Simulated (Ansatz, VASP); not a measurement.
## One calculation of Sn, two programs

```
Sn
1.0
     0.00000    2.39071    2.39071
     2.39071    0.00000    2.39071
     2.39071    2.39071    0.00000
Sn
1
Cartesian
  0.0000 0.0000 0.0000
```

Alike in both runs: task single point; functional r2SCAN; k mesh 13 × 13 × 13; occupations fermi-dirac, width 0.1 eV; no spin polarisation.

|  | VASP | Ansatz |
| --- | --- | --- |
| version | VASP 6.6.1 | Ansatz 0.2.0 |
| potentials or method | VASP PAW PBE potentials, release 64 (Sn_d), cutoff 520 eV | plane waves (500 eV) with PAW, scalar-relativistic |
| valence electrons in the cell | 14 | 14 |

|  | VASP | Ansatz | Ansatz less VASP |
| --- | --- | --- | --- |
| pressure (GPa) | -0.1 | -0.1 | +0.03 |

VASP's potentials were made for PBE, not for r2SCAN. With one functional, cell and mesh, what is left measures potentials, basis and numerics.
